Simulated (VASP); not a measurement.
Here is a VASP 6.6.1 calculation.

The input POSCAR:

```
W
1.0
   -1.5844761522      1.5844761522      1.5844761522
    1.5844761522     -1.5844761522      1.5844761522
    1.5844761522      1.5844761522     -1.5844761522
W
1
Direct
    0.0000000000      0.0000000000      0.0000000000
```

The input INCAR.step1:

```
SYSTEM = W
PREC = Accurate
ENCUT = 520
ISMEAR = 0
SIGMA = 0.1
LREAL = .False.
LASPH = .True.
NELM = 80
NBANDS = 13
GGA = PE
ALGO = Normal
EDIFF = 1E-4
LWAVE = .True.
LCHARG = .False.
```

File INCAR.step2:

```
SYSTEM = W
PREC = Accurate
ENCUT = 520
EDIFF = 1E-6
ISMEAR = 0
SIGMA = 0.1
LREAL = .False.
LASPH = .True.
NELM = 80
ALGO = Normal
ISIF = 2
LWAVE = .False.
LCHARG = .True.
METAGGA = R2SCAN
LMIXTAU = .True.
LELF = .True.
LVHAR = .True.
NBANDS = 13
ISTART = 1
```

File KPOINTS:

```
regular mesh
0
Gamma
  18 18 18
  0 0 0
```

Potentials or basis: VASP PAW PBE potentials, release 64 (W_sv).

Launch:

```bash
$ cat potpaw_PBE.64/W_sv/POTCAR > POTCAR
$ cp INCAR.step1 INCAR
$ mpirun -np 1 vasp_std > vasp.out
$ cp INCAR.step2 INCAR
$ mpirun -np 1 vasp_std > vasp.out
```

**Question.** What does it give for the band gap on the k mesh?

**Answer.** Zero (band 7 reaches 16.55 eV, above the bottom of band 8 at 9.96 eV).

**Question.** What does it give for the pressure?

**Answer.** 1.1 GPa.

Caveat: the PAW data sets were made with another functional, which shifts forces and pressure a little; spin-orbit coupling is left out, which moves the levels of the heavy elements.
